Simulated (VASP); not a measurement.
# Cu (Fd-3m) in VASP: notebook

Cu is run at these levels: r2SCAN; tasks: relaxation of cell and atoms, single point.

Everything below comes from runs of VASP 6.6.1. Logs are shortened: lines on timing, memory, paths and dates and some standing lists are left out, and cuts for length are marked.

## 1. The cell of the first run

Symmetry: Fd-3m, No. 227, cubic system. Conventional cell: a = 5.034 Å, b = 5.034 Å, c = 5.034 Å, α = 90.00°, β = 90.00°, γ = 90.00°. Cu (site symmetry -43m) has 4 Cu at 2.18 Å within 2.9 Å.

This isn't the form of Cu at room conditions, which is fcc.

## 2. Relaxation of cell and atoms, r2SCAN

File POSCAR:

```
Cu
1.0
    0.0000000000      2.5168736955      2.5168736955
    2.5168736955      0.0000000000      2.5168736955
    2.5168736955      2.5168736955      0.0000000000
Cu
2
Direct
    0.1250000000      0.1250000000      0.1250000000
    0.8750000000      0.8750000000      0.8750000000
```

File INCAR.step1:

```
SYSTEM = Cu
PREC = Accurate
ENCUT = 660
ISMEAR = -1
SIGMA = 0.1
LREAL = .False.
LASPH = .True.
NELM = 120
GGA = PE
ALGO = Normal
EDIFF = 1E-5
LWAVE = .True.
LCHARG = .False.
GGA_COMPAT = .False.
IBRION = 2
ISIF = 3
EDIFFG = -0.005
NELMIN = 4
NSW = 100
```

File INCAR.step2:

```
SYSTEM = Cu
PREC = Accurate
ENCUT = 660
EDIFF = 1E-7
ISMEAR = -1
SIGMA = 0.1
LREAL = .False.
LASPH = .True.
NELM = 120
ALGO = Normal
ISIF = 3
LWAVE = .False.
LCHARG = .False.
METAGGA = R2SCAN
LMIXTAU = .True.
IBRION = 2
NSW = 80
EDIFFG = -0.01
ISTART = 1
GGA_COMPAT = .False.
NELMIN = 4
```

File KPOINTS:

```
regular mesh
0
Gamma
  11 11 11
  0 0 0
```

Potentials or basis: VASP PAW PBE potentials, release 64 (Cu).

The run is started by

```console
$ cat potpaw_PBE.64/Cu/POTCAR > POTCAR
$ cp INCAR.step1 INCAR
$ mpirun -np 1 vasp_std > vasp.out
$ cp INCAR.step2 INCAR
$ mpirun -np 1 vasp_std > vasp.out
```

OUTCAR:

```text
SYSTEM = Cu
   PREC = Accurate
   ENCUT = 660
   EDIFF = 1E-7
   ISMEAR = -1
   LREAL = .False.
   LASPH = .True.
   NELM = 120
   ISIF = 3
   METAGGA = R2SCAN
   IBRION = 2
   NSW = 80
   EDIFFG = -0.01
   ISTART = 1
   NELMIN = 4

 ion  position               nearest neighbor table
   1  0.125  0.125  0.125-   2 2.18   2 2.18   2 2.18   2 2.18
   2  0.875  0.875  0.875-   1 2.18   1 2.18   1 2.18   1 2.18

  LATTYP: Found a face centered cubic cell.
 ALAT       =     5.0337473910

  Lattice vectors:

 A1 = (   0.0000000000,   2.5168736955,   2.5168736955)
 A2 = (   2.5168736955,   0.0000000000,   2.5168736955)
 A3 = (   2.5168736955,   2.5168736955,   0.0000000000)

Analysis of symmetry for initial positions (statically):
=====================================================================
 Subroutine PRICEL returns:
 Original cell was already a primitive cell.

 Routine SETGRP: Setting up the symmetry group for a
 face centered cubic supercell.

 Subroutine GETGRP returns: Found 48 space group operations
 (whereof 12 operations were pure point group operations)
 out of a pool of 48 trial point group operations.

The static configuration has the point symmetry D_3d.
 The point group associated with its full space group is O_h .

Analysis of symmetry for dynamics (positions and initial velocities):
=====================================================================
 Subroutine PRICEL returns:
 Original cell was already a primitive cell.

 Routine SETGRP: Setting up the symmetry group for a
 face centered cubic supercell.

 Subroutine GETGRP returns: Found 48 space group operations
 (whereof 12 operations were pure point group operations)
 out of a pool of 48 trial point group operations.

The dynamic configuration has the point symmetry D_3d.
 The point group associated with its full space group is O_h .

 Subroutine INISYM returns: Found 48 space group operations
 (whereof 12 operations are pure point group operations),
 and found     1 'primitive' translations

----------------------------------------------------------------------------------------

                                     Primitive cell

  volume of cell :      31.8870

  direct lattice vectors                    reciprocal lattice vectors
     0.000000000  2.516873696  2.516873696    -0.198659154  0.198659154  0.198659154
     2.516873696  0.000000000  2.516873696     0.198659154 -0.198659154  0.198659154
     2.516873696  2.516873696  0.000000000     0.198659154  0.198659154 -0.198659154

  length of vectors
     3.559396915  3.559396915  3.559396915     0.344087749  0.344087749  0.344087749

  position of ions in fractional coordinates (direct lattice)
     0.125000000  0.125000000  0.125000000
     0.875000000  0.875000000  0.875000000

  ion indices of the primitive-cell ions
   primitive index   ion index
                 1           1
                 2           2

----------------------------------------------------------------------------------------

 KPOINTS: regular mesh

Automatic generation of k-mesh.
 Grid dimensions read from file:
 generate k-points for:   11   11   11

 Generating k-lattice:

  Cartesian coordinates                     Fractional coordinates (reciprocal lattice)
    -0.018059923  0.018059923  0.018059923     0.090909091  0.000000000  0.000000000
     0.018059923 -0.018059923  0.018059923     0.000000000  0.090909091  0.000000000
     0.018059923  0.018059923 -0.018059923     0.000000000  0.000000000  0.090909091

  Length of vectors
     0.031280704  0.031280704  0.031280704

  Shift w.r.t. Gamma in fractional coordinates (k-lattice)
     0.000000000  0.000000000  0.000000000

 Subroutine IBZKPT returns following result:
 ===========================================

 Found     56 irreducible k-points:

 Following reciprocal coordinates:
            Coordinates               Weight
  0.000000  0.000000  0.000000      1.000000
  0.090909  0.000000  0.000000      8.000000
  0.181818  0.000000  0.000000      8.000000
  0.272727  0.000000  0.000000      8.000000
  0.363636  0.000000  0.000000      8.000000
  0.454545  0.000000  0.000000      8.000000
[... 16 lines left out ...]
 -0.272727  0.181818  0.000000     24.000000
 -0.181818  0.181818  0.000000     12.000000
 [... further k-points ...]
   k-points           NKPTS =     56   k-points in BZ     NKDIM =     56   number of bands    NBANDS=     15
   number of dos      NEDOS =    301   number of ions     NIONS =      2
   total plane-waves  NPLWV =  27000
   dimension x,y,z NGX =    30 NGY =   30 NGZ =   30
   dimension x,y,z NGXF=    60 NGYF=   60 NGZF=   60
   ions per type =               2
   NGX,Y,Z   is equivalent  to a cutoff of  14.01, 14.01, 14.01 a.u.
   NGXF,Y,Z  is equivalent  to a cutoff of  28.02, 28.02, 28.02 a.u.
 SYSTEM =  Cu
   PREC   = accura    normal or accurate (medium, high low for compatibility)
   ISTART =      1    job   : 0-new  1-cont  2-samecut
   ICHARG =      0    charge: 1-file 2-atom 10-const
   ISPIN  =      1    spin polarized calculation?
   LNONCOLLINEAR =      F non collinear calculations
   LSORBIT =      F    spin-orbit coupling
   LASPH  =      T    aspherical Exc in radial PAW
   ENCUT  =  660.0 eV  48.51 Ry    6.96 a.u.   7.46  7.46  7.46*2*pi/ulx,y,z
   NELM   =    120;   NELMIN=  4; NELMDL=  0     # of ELM steps
   EDIFF  = 0.1E-06   stopping-criterion for ELM
   LREAL  =      F    real-space projection
   EDIFFG = -.1E-01   stopping-criterion for IOM
   NSW    =     80    number of steps for IOM
   IBRION =      2    ionic relax: 0-MD 1-quasi-New 2-CG
   NFREE  =      1    steps in history (QN), initial steepest desc. (CG)
   ISIF   =      3    stress and relaxation
   ISYM   =      2    0-nonsym 1-usesym 2-fastsym
   POTIM  = 0.5000    time-step for ionic-motion
   TEBEG  =    0.0;   TEEND  =   0.0 temperature during run
   PSTRESS=    0.0 pullay stress
   NELECT =      22.0000    total number of electrons
   NUPDOWN=      -1.0000    fix difference up-down
   EMIN   =  10.00;   EMAX   =-10.00  energy-range for DOS
   EFERMI =   0.00;   METHOD = LEGACY
   ISMEAR =    -1;   SIGMA  =   0.10  broadening in eV -4-tet -1-fermi 0-gaus
   EFERMI_NEDOS =   21; number of points for ismear=-14 and -15
   IALGO  =     38    algorithm
   IMIX   =      4    mixing-type and parameters
     AMIX     =   0.40;   BMIX     =  1.00
     AMIX_MAG =   1.60;   BMIX_MAG =  1.00
  volume/ion in A,a.u.               =      15.94       107.59
  Fermi-wavevector in a.u.,A,eV,Ry     =   1.446586  2.733651 28.471708  2.092612
  Thomas-Fermi vector in A             =   2.564638
   LORBIT       =      0    0 simple, 1 ext, 2 COOP (PROOUT), +10 PAW based schemes
   METAGGA = R2SCAN    functional components
   LHFCALC =     F    Hartree Fock is set to
   AEXX    =    0.0000 exact exchange contribution
   IVDW    =     0    specifies the selected vdW correction
   LEPSILON=     F    determine dielectric tensor
   LRPA    =     F    only Hartree local field effects (RPA)
 conjugate gradient relaxation of ions
 non-spin polarized calculation
  energy-cutoff  :      660.00
  volume of cell :       31.89
 maximum number of plane-waves:      1245
 NGX is ok and might be reduce to    30
   NGX = 15   NGY = 15   NGZ = 15

--------------------------------------- Ionic step        1  -------------------------------------------

 number of electron      21.9999995 magnetization

 Free energy of the ion-electron system (eV)
  ---------------------------------------------------
  ext. energy  EPLUGINS =         0.00000000
  ---------------------------------------------------
  free energy    TOTEN  =       -19.29354493 eV

  energy without entropy =      -19.27022317  energy(sigma->0) =      -19.28188405

------------------------ aborting loop because EDIFF is reached ----------------------------------------

  FORCE on cell =-STRESS in cart. coord.  units (eV):
  Direction    XX          YY          ZZ          XY          YZ          ZX
  --------------------------------------------------------------------------------------
  -------------------------------------------------------------------------------------
  Total        2.3257970      2.3257970      2.3257970     -0.0000000     -0.0000000      0.0000000
  in kB      116.8606044    116.8606044    116.8606044     -0.0000000     -0.0000000      0.0000000
  external PRESSURE =     116.8606044 kB  Pullay stress =       0.0000000 kB

 VOLUME and BASIS-vectors are now :
 -----------------------------------------------------------------------------
  energy-cutoff  :      660.00
  volume of cell :       31.89
      direct lattice vectors                 reciprocal lattice vectors
     0.000000000  2.516873696  2.516873696    -0.198659154  0.198659154  0.198659154
     2.516873696  0.000000000  2.516873696     0.198659154 -0.198659154  0.198659154
     2.516873696  2.516873696  0.000000000     0.198659154  0.198659154 -0.198659154
[... 37 lines left out ...]
 POSITION                                       TOTAL-FORCE (eV/Angst)
 -----------------------------------------------------------------------------------
      0.66452      0.66452      0.66452         0.000000      0.000000      0.000000
      4.65163      4.65163      4.65163        -0.000000     -0.000000     -0.000000
 -----------------------------------------------------------------------------------
    total drift:                               -0.000000      0.000000      0.000000

  FREE ENERGIE OF THE ION-ELECTRON SYSTEM (eV)
  ---------------------------------------------------
  free  energy   TOTEN  =       -19.4284057030 eV

  energy  without entropy=      -19.4034571373  energy(sigma->0) =      -19.41593142

--------------------------------------- Ionic step        3  -------------------------------------------

 number of electron      22.0000019 magnetization

 Free energy of the ion-electron system (eV)
  ---------------------------------------------------
  ext. energy  EPLUGINS =         0.00000000
  ---------------------------------------------------
  free energy    TOTEN  =       -19.43622889 eV

  energy without entropy =      -19.41162319  energy(sigma->0) =      -19.42392604

 E-fermi :   3.1083     XC(G=0): -10.7310

 val. band max:        3.0901295809   @ k =  -0.3636   0.3636   0.0909
 cond. band min:       3.1453995550   @ k =  -0.3636   0.3636   0.0000
 fundamental gap:      0.0552699741
 Fermi energy:         3.1082624739

 k-point     1 :       0.0000    0.0000    0.0000
  band No.  band energies     occupation
      1      -3.6151      2.00000
      2      -0.1932      2.00000
      3      -0.1932      2.00000
      4      -0.1932      2.00000
      5      -0.1864      2.00000
      6      -0.1864      2.00000
      7       1.0311      2.00000
      8       1.0311      2.00000
      9       1.0311      2.00000
     10       1.7104      2.00000
     11       1.7104      2.00000
     12      13.5875      0.00000
     13      13.5875      0.00000
     14      13.5875      0.00000
     15      14.4363      0.00000
[... 397 lines left out ...]
 k-point    24 :      -0.1818    0.1818    0.0000
  band No.  band energies     occupation
      1      -2.2138      2.00000
      2      -0.4197      2.00000
      3      -0.2032      2.00000
      4      -0.1993      2.00000
      5       0.0013      2.00000
      6       0.2326      2.00000
      7       0.7925      2.00000
      8       0.8705      2.00000
      9       1.3390      2.00000
     10       1.5509      2.00000
     11       1.8028      2.00000
     12       7.6042      0.00000
     13       7.9035      0.00000
     14      11.8722      0.00000
     15      14.8090      0.00000

 [... further k-points ...]

------------------------ aborting loop because EDIFF is reached ----------------------------------------

  FORCE on cell =-STRESS in cart. coord.  units (eV):
  Direction    XX          YY          ZZ          XY          YZ          ZX
  --------------------------------------------------------------------------------------
  -------------------------------------------------------------------------------------
  Total        0.0062331      0.0062331      0.0062331      0.0000000     -0.0000000      0.0000000
  in kB        0.2751064      0.2751064      0.2751064      0.0000000     -0.0000000      0.0000000
  external PRESSURE =       0.2751064 kB  Pullay stress =       0.0000000 kB

 VOLUME and BASIS-vectors are now :
 -----------------------------------------------------------------------------
  energy-cutoff  :      660.00
  volume of cell :       36.30
      direct lattice vectors                 reciprocal lattice vectors
    -0.000000000  2.628021414  2.628021414    -0.190257202  0.190257202  0.190257202
     2.628021414 -0.000000000  2.628021414     0.190257202 -0.190257202  0.190257202
     2.628021414  2.628021414  0.000000000     0.190257202  0.190257202 -0.190257202

 POSITION                                       TOTAL-FORCE (eV/Angst)
 -----------------------------------------------------------------------------------
      0.65701      0.65701      0.65701        -0.000000     -0.000000     -0.000000
      4.59904      4.59904      4.59904         0.000000      0.000000      0.000000
 -----------------------------------------------------------------------------------
    total drift:                               -0.000000      0.000000      0.000000

  FREE ENERGIE OF THE ION-ELECTRON SYSTEM (eV)
  ---------------------------------------------------
  free  energy   TOTEN  =       -19.4362288943 eV

  energy  without entropy=      -19.4116231879  energy(sigma->0) =      -19.42392604

 reached required accuracy - stopping structural energy minimisation
```

It took 16 min on 1 thread of Oxide Virtual Turin-like, shared host; peak memory 0.16 GiB.

Results:

| Property | Result |
| --- | --- |
| Free energy | -19.4362 eV |
| Relaxed volume | 18.15 Å³/atom |
| Relaxed cell | a = 3.717 Å, b = 3.717 Å, c = 3.717 Å, α = 60.00°, β = 60.00°, γ = 60.00° |
| Space group after relaxing (to 0.1 Å) | Fd-3m (No. 227) |
| Energy gained by relaxing | 71.3 meV/atom |
| Ionic steps | 3 |
| Pressure after relaxing | 0.0 GPa |
| Band gap on the k mesh | zero (bands 11 and 12 overlap by 0.78 eV) |

The path:
```csv
step,energy change (eV),largest force (eV/Å),pressure (GPa),volume (Å³)
1,0.0000,0.0000,11.69,31.89
2,-0.1349,0.0000,-1.97,37.56
3,-0.1427,0.0000,0.03,36.30
```

Final structure:
```
CELL_PARAMETERS angstrom
0.00000 2.62802 2.62802
2.62802 0.00000 2.62802
2.62802 2.62802 0.00000
ATOMIC_POSITIONS crystal
Cu 0.12500 0.12500 0.12500
Cu 0.87500 0.87500 0.87500
```

Levels at points of the mesh, in eV from the Fermi level:
```
           k point  band 9  band 10  band 11  band 12  band 13  band 14
(0.00, 0.00, 0.00)   -2.08    -1.40    -1.40    10.48    10.48    10.48
```

Caveat: the PAW data sets were made with another functional, which shifts forces and pressure a little.

[end of part 1 of 2]

The gap in the log of VASP goes by the Fermi energy; the results here count the filled bands.